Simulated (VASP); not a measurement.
**CsPbCl3: single point with r2SCAN**

Crystal: CsPbCl3.

```xyz
5
Lattice="5.4965 0.0000 0.0000 0.0000 5.4965 0.0000 0.0000 0.0000 5.4965" Properties=species:S:1:pos:R:3 pbc="T T T"
Cs    0.0000    0.0000    0.0000
Pb    2.7483    2.7483    2.7483
Cl    2.7483    2.7483    0.0000
Cl    0.0000    2.7483    2.7483
Cl    2.7483    0.0000    2.7483
```

This cell differs from its parent crystal: volume scaled by 0.91.

* Program: VASP 6.6.1
* Task: single point
* Functional: r2SCAN
* Potentials or basis: VASP PAW PBE potentials, release 64 (Cs_sv, Pb_d, Cl)
* Cutoff: 520 eV
* k mesh: 6 × 6 × 6
* Occupations: gaussian, width 0.02 eV
* Spin: no spin polarisation
* Dipole correction: no
* Further INCAR settings: ALGO = Normal; EDIFF = 1e-06; NBANDS = 30

```json
{"Pressure": "2.9 GPa", "Band gap on the k mesh": "2.00 eV, direct"}
```

Levels at points of the mesh, in eV from the valence-band top:
```
           k point  band 20  band 21  band 22  band 23  band 24  band 25
(0.00, 0.00, 0.00)    -3.25    -3.25    -3.25     3.45     4.11     4.11
(0.50, 0.00, 0.00)    -3.39    -3.39    -2.04     3.27     4.77     5.13
(0.50, 0.50, 0.00)    -3.42    -2.92    -0.98     2.68     2.68     5.17
(0.50, 0.50, 0.50)    -2.91    -2.91     0.00     2.00     2.00     2.00
```

Run time: 6 min on 1 thread of Intel(R) Xeon(R) Platinum 8175M CPU @ 2.50GHz (Skylake/Cascade Lake), with other jobs on the host, peak memory 0.34 GiB.

Caveat: the PAW data sets were made with another functional, which shifts forces and pressure a little; spin-orbit coupling is left out, which moves the levels of the heavy elements. A k mesh can miss the band edges.
